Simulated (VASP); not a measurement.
# MgO (P-6m2) in VASP: a series of runs

Runs on MgO. Level: LDA. Tasks: single point.

All numbers are computed with VASP 6.6.1; they aren't measurements. Logs are shortened: lines on timing, memory, paths and dates and some standing lists are left out, and cuts for length are marked.

## (1) The cell of the first run

The structure is hexagonal, space group P-6m2 (No. 187). The conventional cell has a = 2.729 Å, b = 2.729 Å, c = 2.519 Å, α = 90.00°, β = 90.00°, γ = 120.00°. Mg (site symmetry -6m2) has 6 O at 2.02 Å and 8 Mg at 2.52 to 2.73 Å within 2.8 Å. O (site symmetry -6m2) has 6 Mg at 2.02 Å and 8 O at 2.52 to 2.73 Å within 2.8 Å.

## (2) Single point, LDA

Contents of INCAR:

```
ALGO = Normal
EDIFF = 1E-6
ENCUT = 520
GGA = CA
ISIF = 2
ISMEAR = 0
LASPH = True
LCHARG = True
LELF = True
LREAL = False
LVHAR = True
LWAVE = False
NBANDS = 11
NELM = 80
PREC = Accurate
SIGMA = 0.01
```

Contents of KPOINTS:

```
k-points
0
Gamma
  12 12 8
```

Contents of POSCAR:

```
MgO
1.0
    2.7285501533     -0.0000002681      0.0000000000
   -1.3642748445      2.3629938823      0.0000000000
    0.0000000000      0.0000000000      2.5193856536
Mg O
1 1
Direct
    0.0000000000      0.0000000000      0.0000000000
    0.3333333333      0.6666666667      0.5000000000
```

Potentials or basis: VASP PAW LDA potentials, release 64 (Mg, O).

Run with:

```sh
$ cat potpaw_LDA.64/Mg/POTCAR potpaw_LDA.64/O/POTCAR > POTCAR
$ mpirun -np 1 vasp_std > vasp.out
```

OUTCAR:

```text
EDIFF = 1E-6
   ENCUT = 520
   GGA = CA
   ISIF = 2
   ISMEAR = 0
   LASPH = True
   LREAL = False
   NELM = 80
   PREC = Accurate

 ion  position               nearest neighbor table
   1  0.000  0.000  0.000-   2 2.02   2 2.02   2 2.02   2 2.02   2 2.02   2 2.02
   2  0.333  0.667  0.500-   1 2.02   1 2.02   1 2.02   1 2.02   1 2.02   1 2.02

  LATTYP: Found a hexagonal cell.
 ALAT       =     2.7285501533
 C/A-ratio  =     0.9233422558

  Lattice vectors:

 A1 = (   2.7285501533,  -0.0000002681,   0.0000000000)
 A2 = (  -1.3642748445,   2.3629938823,   0.0000000000)
 A3 = (   0.0000000000,   0.0000000000,   2.5193856536)

Analysis of symmetry for initial positions (statically):
=====================================================================
 Subroutine PRICEL returns:
 Original cell was already a primitive cell.

 Routine SETGRP: Setting up the symmetry group for a
 hexagonal supercell.

 Subroutine GETGRP returns: Found 12 space group operations
 (whereof 12 operations were pure point group operations)
 out of a pool of 24 trial point group operations.

The static configuration has the point symmetry D_3h.

Analysis of symmetry for dynamics (positions and initial velocities):
=====================================================================
 Subroutine PRICEL returns:
 Original cell was already a primitive cell.

 Routine SETGRP: Setting up the symmetry group for a
 hexagonal supercell.

 Subroutine GETGRP returns: Found 12 space group operations
 (whereof 12 operations were pure point group operations)
 out of a pool of 24 trial point group operations.

The dynamic configuration has the point symmetry D_3h.

 Subroutine INISYM returns: Found 12 space group operations
 (whereof 12 operations are pure point group operations),
 and found     1 'primitive' translations

----------------------------------------------------------------------------------------

                                     Primitive cell

  volume of cell :      16.2439

  direct lattice vectors                    reciprocal lattice vectors
     2.728550153 -0.000000268  0.000000000     0.366495025  0.211595953  0.000000000
    -1.364274844  2.362993882  0.000000000     0.000000042  0.423191979  0.000000000
     0.000000000  0.000000000  2.519385654     0.000000000  0.000000000  0.396922162

  length of vectors
     2.728550153  2.728550153  2.519385654     0.423191979  0.423191979  0.396922162

[... 82 lines left out ...]
   EDIFFG = 0.1E-04   stopping-criterion for IOM
   NSW    =      0    number of steps for IOM
   IBRION =     -1    ionic relax: 0-MD 1-quasi-New 2-CG
   NFREE  =      0    steps in history (QN), initial steepest desc. (CG)
   ISIF   =      2    stress and relaxation
   ISYM   =      2    0-nonsym 1-usesym 2-fastsym
   POTIM  = 0.5000    time-step for ionic-motion
   TEBEG  =    0.0;   TEEND  =   0.0 temperature during run
   PSTRESS=    0.0 pullay stress
   NELECT =       8.0000    total number of electrons
   NUPDOWN=      -1.0000    fix difference up-down
   EMIN   =  10.00;   EMAX   =-10.00  energy-range for DOS
   EFERMI =   0.00;   METHOD = LEGACY
   ISMEAR =     0;   SIGMA  =   0.01  broadening in eV -4-tet -1-fermi 0-gaus
   EFERMI_NEDOS =   21; number of points for ismear=-14 and -15
   IALGO  =     38    algorithm
   IMIX   =      4    mixing-type and parameters
     AMIX     =   0.40;   BMIX     =  1.00
     AMIX_MAG =   1.60;   BMIX_MAG =  1.00
  volume/ion in A,a.u.               =       8.12        54.81
  Fermi-wavevector in a.u.,A,eV,Ry     =   1.292831  2.443096 22.740942  1.671412
  Thomas-Fermi vector in A             =   2.424514
   LORBIT       =      0    0 simple, 1 ext, 2 COOP (PROOUT), +10 PAW based schemes
   GGA     = CA    functional components
   LHFCALC =     F    Hartree Fock is set to
   AEXX    =    0.0000 exact exchange contribution
   IVDW    =     0    specifies the selected vdW correction
   LEPSILON=     F    determine dielectric tensor
   LRPA    =     F    only Hartree local field effects (RPA)
 non-spin polarized calculation
 Gauss-broadening in eV      SIGMA  =   0.01
  energy-cutoff  :      520.00
  volume of cell :       16.24
 maximum number of plane-waves:       454
   NGX = 11   NGY = 11   NGZ =  9

 number of electron       8.0000000 magnetization

 Free energy of the ion-electron system (eV)
  ---------------------------------------------------
  ext. energy  EPLUGINS =         0.00000000
  ---------------------------------------------------
  free energy    TOTEN  =       -12.54716666 eV

  energy without entropy =      -12.54716666  energy(sigma->0) =      -12.54716666

 E-fermi :   4.8755     XC(G=0): -12.2514

 val. band max:        4.6894212601   @ k =   0.0000   0.0000   0.5000
 cond. band min:       9.4427152010   @ k =   0.0000   0.0000   0.0000
 fundamental gap:      4.7532939409
 Fermi energy:         4.8754533443

 k-point     1 :       0.0000    0.0000    0.0000
  band No.  band energies     occupation
      1     -13.6401      2.00000
      2       4.0746      2.00000
      3       4.0746      2.00000
      4       4.1942      2.00000
      5       9.4427      0.00000
      6      16.9560      0.00000
      7      22.0317      0.00000
      8      22.0317      0.00000
      9      26.9898      0.00000
     10      28.5637      0.00000
     11      30.2471      0.00000
[... 309 lines left out ...]
 k-point    24 :       0.3333   -0.0000    0.1250
  band No.  band energies     occupation
      1     -12.3287      2.00000
      2       0.0638      2.00000
      3       3.4780      2.00000
      4       3.6176      2.00000
      5      12.3331      0.00000
      6      17.1621      0.00000
      7      20.3080      0.00000
      8      23.7374      0.00000
      9      24.5237      0.00000
     10      30.2266      0.00000
     11      31.2444      0.00000

 [... further k-points ...]
[... 5 lines left out ...]
  --------------------------------------------------------------------------------------
  -------------------------------------------------------------------------------------
  Total        2.8677880      2.8677880      2.8271807     -0.0000000      0.0000000      0.0000000
  in kB      282.8579953    282.8579953    278.8527875     -0.0000000      0.0000000      0.0000000
  external PRESSURE =     281.5229261 kB  Pullay stress =       0.0000000 kB

 VOLUME and BASIS-vectors are now :
 -----------------------------------------------------------------------------
  energy-cutoff  :      520.00
  volume of cell :       16.24
      direct lattice vectors                 reciprocal lattice vectors
     2.728550153 -0.000000268  0.000000000     0.366495025  0.211595953  0.000000000
    -1.364274844  2.362993882  0.000000000     0.000000042  0.423191979  0.000000000
     0.000000000  0.000000000  2.519385654     0.000000000  0.000000000  0.396922162

 POSITION                                       TOTAL-FORCE (eV/Angst)
 -----------------------------------------------------------------------------------
      0.00000      0.00000      0.00000         0.000000      0.000000      0.000000
      0.00000      1.57533      1.25969         0.000000     -0.000000      0.000000
 -----------------------------------------------------------------------------------
    total drift:                                0.000001     -0.000000     -0.000000

  FREE ENERGIE OF THE ION-ELECTRON SYSTEM (eV)
  ---------------------------------------------------
  free  energy   TOTEN  =       -12.5471666583 eV

  energy  without entropy=      -12.5471666583  energy(sigma->0) =      -12.54716666
```

OSZICAR:

```text
N       E                     dE             d eps       ncg     rms          rms(c)
DAV:   1     0.101796975896E+02    0.10180E+02   -0.49179E+03  2546   0.662E+02
DAV:   2    -0.140179474009E+02   -0.24198E+02   -0.23873E+02  2402   0.137E+02
DAV:   3    -0.144243944777E+02   -0.40645E+00   -0.40623E+00  2496   0.147E+01
DAV:   4    -0.144252527847E+02   -0.85831E-03   -0.85830E-03  2315   0.741E-01
DAV:   5    -0.144252551474E+02   -0.23627E-05   -0.23627E-05  2463   0.364E-02    0.754E+00
DAV:   6    -0.126342678759E+02    0.17910E+01   -0.85666E+00  2114   0.168E+01    0.212E+00
DAV:   7    -0.125797791243E+02    0.54489E-01   -0.65025E-02  2362   0.219E+00    0.132E+00
DAV:   8    -0.125474460720E+02    0.32333E-01   -0.28828E-02  2180   0.165E+00    0.187E-01
DAV:   9    -0.125472388743E+02    0.20720E-03   -0.33760E-04  2461   0.135E-01    0.114E-01
DAV:  10    -0.125471679671E+02    0.70907E-04   -0.18679E-04  2243   0.119E-01    0.897E-03
DAV:  11    -0.125471666591E+02    0.13080E-05   -0.55603E-06  2413   0.135E-02    0.272E-03
DAV:  12    -0.125471666583E+02    0.76921E-09   -0.14176E-07  1201   0.300E-03
   1 F= -.12547167E+02 E0= -.12547167E+02  d E =-.489558-155
```

It took 19 s on 1 thread of Intel Xeon 8259CL, shared host; peak memory 0.13 GiB.

Results:

| Item | Value |
| --- | --- |
| Free energy | -12.5472 eV |
| Pressure | 28.2 GPa |
| Band gap on the k mesh | 4.75 eV (least direct gap 5.25 eV) |

Caveat: the cell stands under pressure. A k mesh can miss the band edges.

## (3) Single point, LDA

This run uses another cell than the first one, of 7.85 Å³/atom.

Contents of INCAR:

```
PREC     = Accurate       # precision mode
ENCUT    = 520            # plane-wave cutoff, eV
EDIFF    = 1E-6           # SCF threshold, eV
ISMEAR   = 0              # smearing method
SIGMA    = 0.01           # smearing width, eV
LREAL    = F              # projectors in reciprocal space
LASPH    = T              # aspherical terms in the spheres
NELM     = 60             # most SCF steps
ALGO     = Normal         # electronic algorithm
ISIF     = 2              # what is computed and relaxed
LWAVE    = F              # write WAVECAR
LCHARG   = F              # write CHGCAR
NBANDS   = 11             # bands
```

Contents of KPOINTS:

```
Automatic mesh
0
Gamma
  12 12 8
```

Contents of POSCAR:

```
MgO
1.0
    2.6949896167     -0.0000002648      0.0000000000
   -1.3474945790      2.3339296034      0.0000000000
    0.0000000000      0.0000000000      2.4949692567
Mg O
1 1
Direct
    0.0000000000      0.0000000000      0.0000000000
    0.3333333333      0.6666666667      0.5000000000
```

Potentials or basis: VASP PAW LDA potentials, release 64 (Mg, O).

Run with:

```sh
$ cat potpaw_LDA.64/Mg/POTCAR potpaw_LDA.64/O/POTCAR > POTCAR
$ mpirun -np 1 vasp_std > vasp.out
```

Wall time 18 s (1 thread of Intel Xeon 8259CL, shared host); peak memory 0.13 GiB.

Results (log left out):

| Quantity | Value |
| --- | --- |
| Free energy | -12.4327 eV |
| Pressure | 38.2 GPa |
| Band gap on the k mesh | 5.07 eV (least direct gap 5.60 eV) |

Stress tensor (GPa, compression positive):
```
38.33  0.00  0.00
 0.00 38.33  0.00
 0.00  0.00 38.02
```

Levels at points of the mesh, in eV from the valence-band top:
| k point | band 2 | band 3 | band 4 | band 5 | band 6 | band 7 |
| --- | --- | --- | --- | --- | --- | --- |
| (0.00, 0.00, 0.00) | -0.63 | -0.63 | -0.54 | 5.07 | 12.34 | 17.68 |
| (0.50, 0.00, 0.00) | -6.12 | -1.52 | -0.12 | 7.67 | 13.55 | 14.56 |
| (0.00, 0.00, 0.50) | -6.67 | 0.00 | 0.00 | 10.74 | 10.94 | 19.21 |
| (0.50, 0.00, 0.50) | -4.66 | -4.34 | -1.05 | 6.28 | 13.07 | 17.34 |

Caveat: the cell stands under pressure.
